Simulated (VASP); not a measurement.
A run of VASP 6.6.1 is set up as follows.

INCAR

```
SYSTEM = GdCu
ALGO = Normal
EDIFF = 1E-6
ENCUT = 520
GGA = CA
ISIF = 2
ISMEAR = -1
ISPIN = 2
LASPH = .True.
LCHARG = .False.
LMAXMIX = 6
LORBIT = 11
LREAL = .False.
LWAVE = .False.
MAGMOM = 7 0
NBANDS = 26
NELM = 150
PREC = Accurate
SIGMA = 0.05
```

File KPOINTS:

```
k-points
0
Gamma
  11 11 11
  0 0 0
```

POSCAR

```
GdCu
1.0
    3.1094398141      0.0000000000      0.0000000000
    0.0000000000      3.1094398141      0.0000000000
    0.0000000000      0.0000000000      3.1094398141
Gd Cu
1 1
Direct
    0.5000000000      0.5000000000      0.5000000000
    0.0000000000      0.0000000000      0.0000000000
```

Potentials or basis: VASP PAW PBE potentials, release 64 (Gd, Cu).

The run is started by

```console
$ cat potpaw_PBE.64/Gd/POTCAR potpaw_PBE.64/Cu/POTCAR > POTCAR
$ mpirun -np 1 vasp_std > vasp.out
```

Question: Predict the site moments.

Answer: Gd +6.80; Cu +0.03 μB.

Question: Estimate the pressure.

Answer: 36.7 GPa.

Question: What does it give for the net moment?

Answer: 7.12 μB per cell.

Caveat: the cell stands under pressure; the PAW data sets were made with another functional, which shifts forces and pressure a little. The state reached can hang on the start; a lower one may exist.
